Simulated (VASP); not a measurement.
Wanted: the native input for a VASP 6.6.1 run.

```
Task                   : single point
Functional             : PBEsol
Potentials or basis    : VASP PAW PBE potentials, release 64 (Cd, Au)
Cutoff                 : 520 eV
k mesh                 : 11 × 11 × 11
Occupations            : tetrahedron
Spin                   : no spin polarisation
Dipole correction      : no
Further INCAR settings : ALGO = Normal; EDIFF = 1e-06; NBANDS = 18
```

The structure of CdAu lies in POSCAR:

```
CdAu
1.0
    3.3200000000      0.0000000000      0.0000000000
    0.0000000000      3.3200000000      0.0000000000
    0.0000000000      0.0000000000      3.3200000000
Cd Au
1 1
Direct
    0.5000000000      0.5000000000      0.5000000000
    0.0000000000      0.0000000000      0.0000000000
```

One way to write it, as run:

INCAR

```
SYSTEM = CdAu
ALGO = Normal ; EDIFF = 1E-6
ENCUT = 520 ; GGA = PS
ISIF = 2 ; ISMEAR = -4
LASPH = .TRUE. ; LCHARG = .FALSE.
LREAL = .FALSE. ; LWAVE = .FALSE.
NBANDS = 18 ; NELM = 60
PREC = Accurate ; SIGMA = 0.1
```

KPOINTS

```
k-points
0
G
  11 11 11
  0 0 0
```

Potentials or basis: VASP PAW PBE potentials, release 64 (Cd, Au).

Command:

```console
$ cat potpaw_PBE.64/Cd/POTCAR potpaw_PBE.64/Au/POTCAR > POTCAR
$ mpirun -np 1 vasp_std > vasp.out
```

It gave:

* Pressure: 0.5 GPa

Caveat: the PAW data sets were made with another functional, which shifts forces and pressure a little.

Run time: 66 s on 1 thread of AMD EPYC 7R13, with other jobs on the host, peak memory 0.16 GiB.
